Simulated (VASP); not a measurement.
Runs of VASP 6.6.1 on Ca. The structure is that of space group I4/mmm (No. 139), or close to it. The cells are those of the table. 

```csv
cell,gap on the mesh (eV),pressure (GPa)
"a = 3.972, b = 3.973, c = 5.350 Å, 2 atoms",none,-0.7
"a = 3.914, b = 3.915, c = 5.323 Å, 2 atoms",none,-0.1
"a = 4.030, b = 4.031, c = 5.062 Å, 2 atoms",none,(a)
"a = 3.972, b = 3.973, c = 5.195 Å, 2 atoms",none,-0.2
```

Alike in all rows: task single point; level PBEsol; potentials or basis VASP PAW PBE potentials, release 64 (Ca_sv); no spin polarisation; k mesh 12 × 12 × 8; cutoff (eV) 520; smearing gaussian 0.1 eV.

Problem. Estimate the missing entries.

Solution. (a) -0.3.

Caveats: the PAW data sets were made with another functional, which shifts forces and pressure a little.

A gap of «none» marks levels without a gap at the run's occupations.
